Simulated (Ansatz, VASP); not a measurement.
Two plane-wave programs on Rh

```
Rh
1.0
     0.00000    1.91877    1.91877
     1.91877    0.00000    1.91877
     1.91877    1.91877    0.00000
Rh
1
Direct
  0.00000 0.00000 0.00000
```

Alike in both runs: task single point; functional r2SCAN; k mesh 18 × 18 × 18; occupations gaussian, width 0.1 eV; no spin polarisation.

```csv
,VASP,Ansatz
version,VASP 6.6.1,Ansatz 0.2.0
potentials or method,"VASP PAW PBE potentials, release 64 (Rh_sv_GW), cutoff 580 eV","scalar-relativistic, plane waves, PAW"
valence electrons in the cell,17,17
```

VASP gave:

```
gap on the k mesh at the Fermi level (eV) : none
pressure (GPa)                            : -9.3
```

Estimate Ansatz's values.

gap on the k mesh at the Fermi level (eV): none; pressure (GPa): -7.7.

VASP's potentials were made for PBE, not for r2SCAN. A gap of «none» marks a metal or a gap that the smearing closes. With one functional, cell and mesh, what is left measures potentials, basis and numerics.
